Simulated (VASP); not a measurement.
# CdSe (Cadmoselite) (P6_3mc) in VASP: further runs

Runs on CdSe (Cadmoselite). Level: BLYP. Tasks: single point.

Program: VASP 6.6.1. These are calculated values, not measurements. Logs are shortened: lines on timing, memory, paths and dates and some standing lists are left out, and cuts for length are marked.

## Step 1: The cell of the first run

The structure is hexagonal, space group P6_3mc (No. 186). Conventional cell: a = 4.242 Å, b = 4.242 Å, c = 6.925 Å, α = 90.00°, β = 90.00°, γ = 120.00°. Within 3.4 Å of Cd (site symmetry 3m) lie 4 Se at 2.58 to 2.67 Å. Se (site symmetry 3m) has 4 Cd at 2.58 to 2.67 Å within 3.4 Å.

## Step 2: Single point, BLYP

INCAR reads:

```
PREC     = Accurate       # precision mode
ENCUT    = 520            # plane-wave cutoff, eV
EDIFF    = 1E-7           # SCF threshold, eV
ISMEAR   = -1             # smearing method
SIGMA    = 0.05           # smearing width, eV
LREAL    = False          # projectors in reciprocal space
LASPH    = True           # aspherical terms in the spheres
NELM     = 80             # most SCF steps
ALGO     = Normal         # electronic algorithm
ISIF     = 2              # what is computed and relaxed
LWAVE    = False          # write WAVECAR
LCHARG   = False          # write CHGCAR
GGA      = B5             # functional
ALDAX    = 1.0          
AGGAX    = 1.0          
AGGAC    = 1.0          
ALDAC    = 0.0          
NBANDS   = 26             # bands
```

KPOINTS reads:

```
regular mesh
0
Gamma
  7 7 4
```

POSCAR reads:

```
CdSe
1.0
    4.2418847678      0.0000000000      0.0000000000
   -2.1209423839      3.6735799689      0.0000000000
    0.0000000000      0.0000000000      6.9251235047
Cd Se
2 2
Direct
    0.6666666667      0.3333333333      0.5000000000
    0.3333333333      0.6666666667      0.0000000000
    0.6666666667      0.3333333333      0.8850000000
    0.3333333333      0.6666666667      0.3850000000
```

Potentials or basis: VASP PAW PBE potentials, release 64 (Cd, Se).

Run with:

```
> cat potpaw_PBE.64/Cd/POTCAR potpaw_PBE.64/Se/POTCAR > POTCAR
> mpirun -np 1 vasp_std > vasp.out
```

OUTCAR:

```text
PREC = Accurate
   ENCUT = 520
   EDIFF = 1E-7
   ISMEAR = -1
   LREAL = False
   LASPH = True
   NELM = 80
   ISIF = 2
   GGA = B5

 ion  position               nearest neighbor table
   1  0.667  0.333  0.500-   4 2.58   4 2.58   4 2.58   3 2.67
   2  0.333  0.667  0.000-   3 2.58   3 2.58   3 2.58   4 2.67
   3  0.667  0.333  0.885-   2 2.58   2 2.58   2 2.58   1 2.67
   4  0.333  0.667  0.385-   1 2.58   1 2.58   1 2.58   2 2.67

  LATTYP: Found a hexagonal cell.
 ALAT       =     4.2418847678
 C/A-ratio  =     1.6325581395

  Lattice vectors:

 A1 = (   4.2418847678,   0.0000000000,   0.0000000000)
 A2 = (  -2.1209423839,   3.6735799689,   0.0000000000)
 A3 = (   0.0000000000,   0.0000000000,   6.9251235047)

Analysis of symmetry for initial positions (statically):
=====================================================================
 Subroutine PRICEL returns:
 Original cell was already a primitive cell.

 Routine SETGRP: Setting up the symmetry group for a
 hexagonal supercell.

 Subroutine GETGRP returns: Found 12 space group operations
 (whereof  6 operations were pure point group operations)
 out of a pool of 24 trial point group operations.

The static configuration has the point symmetry C_3v.
 The point group associated with its full space group is C_6v.

Analysis of symmetry for dynamics (positions and initial velocities):
=====================================================================
 Subroutine PRICEL returns:
 Original cell was already a primitive cell.

 Routine SETGRP: Setting up the symmetry group for a
 hexagonal supercell.

 Subroutine GETGRP returns: Found 12 space group operations
 (whereof  6 operations were pure point group operations)
 out of a pool of 24 trial point group operations.

The dynamic configuration has the point symmetry C_3v.
 The point group associated with its full space group is C_6v.

 Subroutine INISYM returns: Found 12 space group operations
 (whereof  6 operations are pure point group operations),
 and found     1 'primitive' translations

----------------------------------------------------------------------------------------

                                     Primitive cell

  volume of cell :     107.9135

  direct lattice vectors                    reciprocal lattice vectors
     4.241884768  0.000000000  0.000000000     0.235744263  0.136107014  0.000000000
    -2.120942384  3.673579969  0.000000000     0.000000000  0.272214028  0.000000000
     0.000000000  0.000000000  6.925123505     0.000000000  0.000000000  0.144401757

  length of vectors
     4.241884768  4.241884768  6.925123505     0.272214028  0.272214028  0.144401757

  position of ions in fractional coordinates (direct lattice)
     0.666666667  0.333333333  0.500000000
     0.333333333  0.666666667  0.000000000
     0.666666667  0.333333333  0.885000000
     0.333333333  0.666666667  0.385000000

  ion indices of the primitive-cell ions
   primitive index   ion index
                 1           1
                 2           2
                 3           3
                 4           4

----------------------------------------------------------------------------------------

 KPOINTS: regular mesh

Automatic generation of k-mesh.
 Grid dimensions read from file:
 generate k-points for:    7    7    4

 Generating k-lattice:

  Cartesian coordinates                     Fractional coordinates (reciprocal lattice)
     0.033677752  0.019443859  0.000000000     0.142857143  0.000000000  0.000000000
     0.000000000  0.038887718  0.000000000     0.000000000  0.142857143  0.000000000
     0.000000000  0.000000000  0.036100439     0.000000000  0.000000000  0.250000000

  Length of vectors
     0.038887718  0.038887718  0.036100439

  Shift w.r.t. Gamma in fractional coordinates (k-lattice)
     0.000000000  0.000000000  0.000000000

 Subroutine IBZKPT returns following result:
 ===========================================

 Found     24 irreducible k-points:

 Following reciprocal coordinates:
            Coordinates               Weight
  0.000000  0.000000  0.000000      1.000000
  0.142857 -0.000000  0.000000      6.000000
  0.285714  0.000000  0.000000      6.000000
  0.428571  0.000000  0.000000      6.000000
  0.142857  0.142857  0.000000      6.000000
  0.285714  0.142857  0.000000     12.000000
[... 16 lines left out ...]
  0.428571  0.142857  0.500000      6.000000
  0.285714  0.285714  0.500000      6.000000
   k-points           NKPTS =     24   k-points in BZ     NKDIM =     24   number of bands    NBANDS=     26
   number of dos      NEDOS =    301   number of ions     NIONS =      4
   total plane-waves  NPLWV =  55296
   dimension x,y,z NGX =    32 NGY =   32 NGZ =   54
   dimension x,y,z NGXF=    64 NGYF=   64 NGZF=  108
   ions per type =               2   2
   NGX,Y,Z   is equivalent  to a cutoff of  12.54, 12.54, 12.96 a.u.
   NGXF,Y,Z  is equivalent  to a cutoff of  25.08, 25.08, 25.93 a.u.
 SYSTEM =  unknown system
   PREC   = accura    normal or accurate (medium, high low for compatibility)
   ISTART =      0    job   : 0-new  1-cont  2-samecut
   ICHARG =      2    charge: 1-file 2-atom 10-const
   ISPIN  =      1    spin polarized calculation?
   LNONCOLLINEAR =      F non collinear calculations
   LSORBIT =      F    spin-orbit coupling
   LASPH  =      T    aspherical Exc in radial PAW
   ENCUT  =  520.0 eV  38.22 Ry    6.18 a.u.   7.89  7.89 12.88*2*pi/ulx,y,z
   NELM   =     80;   NELMIN=  2; NELMDL= -5     # of ELM steps
   EDIFF  = 0.1E-06   stopping-criterion for ELM
   LREAL  =      F    real-space projection
   EDIFFG = 0.1E-05   stopping-criterion for IOM
   NSW    =      0    number of steps for IOM
   IBRION =     -1    ionic relax: 0-MD 1-quasi-New 2-CG
   NFREE  =      0    steps in history (QN), initial steepest desc. (CG)
   ISIF   =      2    stress and relaxation
   ISYM   =      2    0-nonsym 1-usesym 2-fastsym
   POTIM  = 0.5000    time-step for ionic-motion
   TEBEG  =    0.0;   TEEND  =   0.0 temperature during run
   PSTRESS=    0.0 pullay stress
   NELECT =      36.0000    total number of electrons
   NUPDOWN=      -1.0000    fix difference up-down
   EMIN   =  10.00;   EMAX   =-10.00  energy-range for DOS
   EFERMI =   0.00;   METHOD = LEGACY
   ISMEAR =    -1;   SIGMA  =   0.05  broadening in eV -4-tet -1-fermi 0-gaus
   EFERMI_NEDOS =   21; number of points for ismear=-14 and -15
   IALGO  =     38    algorithm
   IMIX   =      4    mixing-type and parameters
     AMIX     =   0.40;   BMIX     =  1.00
     AMIX_MAG =   1.60;   BMIX_MAG =  1.00
  volume/ion in A,a.u.               =      26.98       182.06
  Fermi-wavevector in a.u.,A,eV,Ry     =   1.135404  2.145602 17.539841  1.289142
  Thomas-Fermi vector in A             =   2.272109
   LORBIT       =      0    0 simple, 1 ext, 2 COOP (PROOUT), +10 PAW based schemes
   GGA     = B5    functional components
   LHFCALC =     F    Hartree Fock is set to
   AEXX    =    0.0000 exact exchange contribution
   IVDW    =     0    specifies the selected vdW correction
   LEPSILON=     F    determine dielectric tensor
   LRPA    =     F    only Hartree local field effects (RPA)
 non-spin polarized calculation
  energy-cutoff  :      520.00
  volume of cell :      107.91
 maximum number of plane-waves:      2922
 NGX is ok and might be reduce to    32
   NGX = 15   NGY = 15   NGZ = 25

 number of electron      35.9999997 magnetization

 Free energy of the ion-electron system (eV)
  ---------------------------------------------------
  ext. energy  EPLUGINS =         0.00000000
  ---------------------------------------------------
  free energy    TOTEN  =        -8.61437499 eV

  energy without entropy =       -8.61436625  energy(sigma->0) =       -8.61437062

 E-fermi :   2.0837     XC(G=0):  -8.5726

 val. band max:        1.6754526939   @ k =   0.0000   0.0000   0.0000
 cond. band min:       2.4312357901   @ k =   0.0000   0.0000   0.0000
 fundamental gap:      0.7557830961
 Fermi energy:         2.0836558839

 k-point     1 :       0.0000    0.0000    0.0000
  band No.  band energies     occupation
      1     -11.1789      2.00000
      2     -10.7863      2.00000
      3      -6.4675      2.00000
      4      -6.4675      2.00000
      5      -6.4057      2.00000
      6      -6.4057      2.00000
[... 18 lines left out ...]
     25       8.7271      0.00000
     26       9.6133      0.00000

 k-point     2 :       0.1429   -0.0000    0.0000
  band No.  band energies     occupation
      1     -11.1110      2.00000
      2     -10.7534      2.00000
      3      -6.4385      2.00000
      4      -6.4285      2.00000
      5      -6.3758      2.00000
      6      -6.3692      2.00000
[... 18 lines left out ...]
     25       9.2113      0.00000
     26       9.2387      0.00000

 k-point     3 :       0.2857    0.0000    0.0000
  band No.  band energies     occupation
      1     -10.9489      2.00000
      2     -10.6867      2.00000
      3      -6.3806      2.00000
      4      -6.3678      2.00000
      5      -6.2860      2.00000
      6      -6.2621      2.00000
[... 18 lines left out ...]
     25       9.4716      0.00000
     26       9.8393      0.00000

 k-point     4 :       0.4286    0.0000    0.0000
  band No.  band energies     occupation
      1     -10.7999      2.00000
      2     -10.6505      2.00000
      3      -6.3457      2.00000
      4      -6.3454      2.00000
      5      -6.2207      2.00000
      6      -6.1739      2.00000
[... 18 lines left out ...]
     25       9.7830      0.00000
     26      11.0826      0.00000
[... 496 lines left out ...]
      1     -10.7389      2.00000
      2     -10.7389      2.00000
      3      -6.3102      2.00000
      4      -6.3102      2.00000
      5      -6.2829      2.00000
      6      -6.2829      2.00000
[... 18 lines left out ...]
     25       9.5445      0.00000
     26       9.5445      0.00000

 k-point    23 :       0.4286    0.1429    0.5000
  band No.  band energies     occupation
      1     -10.6920      2.00000
      2     -10.6920      2.00000
      3      -6.2910      2.00000
      4      -6.2910      2.00000
      5      -6.2728      2.00000
      6      -6.2728      2.00000
[... 18 lines left out ...]
     25      10.2317      0.00000
     26      10.2317      0.00000

 k-point    24 :       0.2857    0.2857    0.5000
  band No.  band energies     occupation
      1     -10.6812      2.00000
      2     -10.6812      2.00000
      3      -6.2805      2.00000
      4      -6.2805      2.00000
      5      -6.2602      2.00000
      6      -6.2602      2.00000
[... 18 lines left out ...]
     25       9.8681      0.00000
     26       9.8681      0.00000

------------------------ aborting loop because EDIFF is reached ----------------------------------------

  FORCE on cell =-STRESS in cart. coord.  units (eV):
  Direction    XX          YY          ZZ          XY          YZ          ZX
  --------------------------------------------------------------------------------------
  -------------------------------------------------------------------------------------
  Total        6.8984673      6.8984673      5.0270421      0.0000000      0.0000000      0.0000000
  in kB      102.4205972    102.4205973     74.6358049      0.0000000      0.0000000      0.0000000
  external PRESSURE =      93.1589998 kB  Pullay stress =       0.0000000 kB

 VOLUME and BASIS-vectors are now :
 -----------------------------------------------------------------------------
  energy-cutoff  :      520.00
  volume of cell :      107.91
      direct lattice vectors                 reciprocal lattice vectors
     4.241884768  0.000000000  0.000000000     0.235744263  0.136107014  0.000000000
    -2.120942384  3.673579969  0.000000000     0.000000000  0.272214028  0.000000000
     0.000000000  0.000000000  6.925123505     0.000000000  0.000000000  0.144401757

 POSITION                                       TOTAL-FORCE (eV/Angst)
 -----------------------------------------------------------------------------------
      2.12094      1.22453      3.46256         0.000000     -0.000000      0.363079
     -0.00000      2.44905      0.00000        -0.000000      0.000000      0.363079
      2.12094      1.22453      6.12873         0.000000     -0.000000     -0.363079
     -0.00000      2.44905      2.66617        -0.000000      0.000000     -0.363079
 -----------------------------------------------------------------------------------
    total drift:                               -0.000000      0.000000      0.000033

  FREE ENERGIE OF THE ION-ELECTRON SYSTEM (eV)
  ---------------------------------------------------
  free  energy   TOTEN  =        -8.6143749870 eV

  energy  without entropy=       -8.6143662540  energy(sigma->0) =       -8.61437062
```

Run time: 42 s. Hardware: 1 thread of Intel Xeon 6975P-C (Granite Rapids), shared host; peak memory 0.25 GiB.

Results:

```yaml
Free_energy: -8.6144 eV
Pressure: 9.3 GPa
Largest_force: 0.363 eV/Å
Band_gap_on_the_k_mesh: 0.76 eV, direct
```

Forces on the atoms (eV/Å):
```
Cd   0.000  0.000  0.363
Cd   0.000  0.000  0.363
Se   0.000  0.000 -0.363
Se   0.000  0.000 -0.363
```

Caveat: the PAW data sets were made with another functional, which shifts forces and pressure a little.

## Step 3: Single point, BLYP

This run uses another cell than the first one, of 27.54 Å³/atom, 1.021 times its volume.

INCAR reads:

```
SYSTEM = CdSe
AGGAC = 1.0
AGGAX = 1.0
ALDAC = 0.0
ALDAX = 1.0
ALGO = Normal
EDIFF = 1E-6
ENCUT = 520
GGA = B5
ISIF = 2
ISMEAR = -1
LASPH = .TRUE.
LCHARG = .FALSE.
LREAL = .FALSE.
LWAVE = .FALSE.
NBANDS = 26
NELM = 100
PREC = Accurate
SIGMA = 0.05
```

KPOINTS reads:

```
k-points
0
G
  7 7 4
  0 0 0
```

POSCAR reads:

```
CdSe
1.0
    4.2711400700      0.0000000000      0.0000000000
   -2.1355700350      3.6989158038      0.0000000000
    0.0000000000      0.0000000000      6.9728844864
Cd Se
2 2
Direct
    0.6666666667      0.3333333333      0.5000000000
    0.3333333333      0.6666666667      0.0000000000
    0.6666666667      0.3333333333      0.8850000000
    0.3333333333      0.6666666667      0.3850000000
```

Potentials or basis: VASP PAW PBE potentials, release 64 (Cd, Se).

Run with:

```
> cat potpaw_PBE.64/Cd/POTCAR potpaw_PBE.64/Se/POTCAR > POTCAR
> mpirun -np 1 vasp_std > vasp.out
```

It took 36 s on 1 thread of Intel Xeon 6975P-C (Granite Rapids), shared host; peak memory 0.24 GiB.

It converged, with:

* Free energy: -8.7343 eV
* Pressure: 7.8 GPa
* Largest force: 0.339 eV/Å
* Band gap on the k mesh: 0.71 eV, direct

Forces in eV/Å, atoms in the order of the input:
```
Cd   0.000  0.000  0.339
Cd   0.000  0.000  0.339
Se   0.000  0.000 -0.339
Se   0.000  0.000 -0.339
```

Stress tensor (GPa, compression positive):
```
8.60 0.00 0.00
0.00 8.60 0.00
0.00 0.00 6.12
```

Levels at points of the mesh, in eV from the valence-band top:
```csv
k point,band 14,band 15,band 16,band 17,band 18,band 19,band 20,band 21,band 22,band 23
"(0.00, 0.00, 0.00)",-0.74,-0.74,-0.02,0.00,0.00,0.71,2.12,5.88,5.88,6.15
"(0.00, 0.00, 0.50)",-2.62,-0.39,-0.39,-0.39,-0.39,2.34,2.34,5.91,5.91,6.28
```

Caveat: the PAW data sets were made with another functional, which shifts forces and pressure a little. As with any semilocal functional, this BLYP gap is likely too small.

## Step 4: Single point, BLYP

This run uses another cell than the first one, of 28.10 Å³/atom, 1.042 times its volume.

INCAR reads:

```
SYSTEM = CdSe
PREC = Accurate
ENCUT = 520
EDIFF = 1E-7
ISMEAR = -1
SIGMA = 0.05
LREAL = .False.
LASPH = .True.
NELM = 100
ALGO = Normal
ISIF = 2
LWAVE = .False.
LCHARG = .True.
GGA = B5
ALDAX = 1.0
AGGAX = 1.0
AGGAC = 1.0
ALDAC = 0.0
LELF = .True.
LVHAR = .True.
NBANDS = 26
```

KPOINTS reads:

```
Automatic mesh
0
Gamma
  7 7 4
  0 0 0
```

POSCAR reads:

```
CdSe
1.0
    4.3000000000      0.0000000000      0.0000000000
   -2.1500000000      3.7239092363      0.0000000000
    0.0000000000      0.0000000000      7.0200000000
Cd Se
2 2
Direct
    0.6666666667      0.3333333333      0.5000000000
    0.3333333333      0.6666666667      0.0000000000
    0.6666666667      0.3333333333      0.8850000000
    0.3333333333      0.6666666667      0.3850000000
```

Run with:

```
> cat potpaw_PBE.64/Cd/POTCAR potpaw_PBE.64/Se/POTCAR > POTCAR
> mpirun -np 1 vasp_std > vasp.out
```

It took 41 s on 1 thread of Intel Xeon 6975P-C (Granite Rapids), shared host; peak memory 0.24 GiB.

Results (log left out):

```yaml
Free_energy: -8.8336 eV
Pressure: 6.4 GPa
Largest_force: 0.317 eV/Å
Band_gap_on_the_k_mesh: 0.66 eV, direct
```

Forces in eV/Å, atoms in the order of the input:
```
Cd   0.000  0.000  0.317
Cd   0.000  0.000  0.317
Se   0.000  0.000 -0.317
Se   0.000  0.000 -0.317
```

Stress tensor (GPa, compression positive):
```
7.12 0.00 0.00
0.00 7.12 0.00
0.00 0.00 4.91
```

Levels at points of the mesh, in eV from the valence-band top:
| k point | band 15 | band 16 | band 17 | band 18 | band 19 | band 20 | band 21 | band 22 |
| --- | --- | --- | --- | --- | --- | --- | --- | --- |
| (0.00, 0.00, 0.00) | -0.71 | -0.01 | 0.00 | 0.00 | 0.66 | 2.09 | 5.88 | 5.88 |
| (0.00, 0.00, 0.50) | -0.37 | -0.37 | -0.37 | -0.37 | 2.30 | 2.30 | 5.88 | 5.88 |

Caveat: the PAW data sets were made with another functional, which shifts forces and pressure a little.

## Step 5: Summary

```csv
cell,gap on the mesh (eV),pressure (GPa),largest force (eV/Å)
"a = 4.242, b = 4.242, c = 6.925 Å, angles 90.0, 90.0, 120.0°, 4 atoms",0.76,9.3,0.36
"a = 4.271, b = 4.271, c = 6.973 Å, angles 90.0, 90.0, 120.0°, 4 atoms",0.71,7.8,0.34
"a = 4.300, b = 4.300, c = 7.020 Å, angles 90.0, 90.0, 120.0°, 4 atoms",0.66,6.4,0.32
```

Alike in all rows: task single point; level BLYP; potentials or basis VASP PAW PBE potentials, release 64 (Cd, Se); no spin polarisation; k mesh 7 × 7 × 4; cutoff (eV) 520; smearing fermi-dirac 0.05 eV.

Caveats: the PAW data sets were made with another functional, which shifts forces and pressure a little.

Absolute energies hang on the potentials; compare differences alone.
